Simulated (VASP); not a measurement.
A run of VASP 6.6.1:

INCAR

```
SYSTEM = GaP
  PREC = Accurate
  ENCUT = 520
  EDIFF = 1E-6
  ISMEAR = 0
  SIGMA = 0.05
  LREAL = .FALSE.
  LASPH = .TRUE.
  NELM = 80
  ALGO = Normal
  ISIF = 2
  LWAVE = .FALSE.
  LCHARG = .FALSE.
  GGA = PE
  NBANDS = 16
```

Contents of KPOINTS:

```
regular mesh
0
G
  10 10 10
  0 0 0
```

The input POSCAR:

```
GaP
1.0
    0.0000000000      2.6297543986      2.7010624472
    2.7010624472      0.0000000000      2.7010624472
    2.7010624472      2.6297543986      0.0000000000
Ga P
1 1
Direct
    0.0000000000      0.0000000000      0.0000000000
    0.7500000000      0.7500000000      0.7500000000
```

Potentials or basis: VASP PAW PBE potentials, release 64 (Ga_d, P).

Launch:

```console
$ cat potpaw_PBE.64/Ga_d/POTCAR potpaw_PBE.64/P/POTCAR > POTCAR
$ mpirun -np 1 vasp_std > vasp.out
```

Hardware: 1 thread of AMD EPYC 9R45 (Zen 5) (shared host).

Estimate the wall time of this run.

Wall time 54 s on 1 thread of AMD EPYC 9R45 (Zen 5), with other jobs on the host, peak memory 0.16 GiB. Counts: scf iterations 12, k points 102.
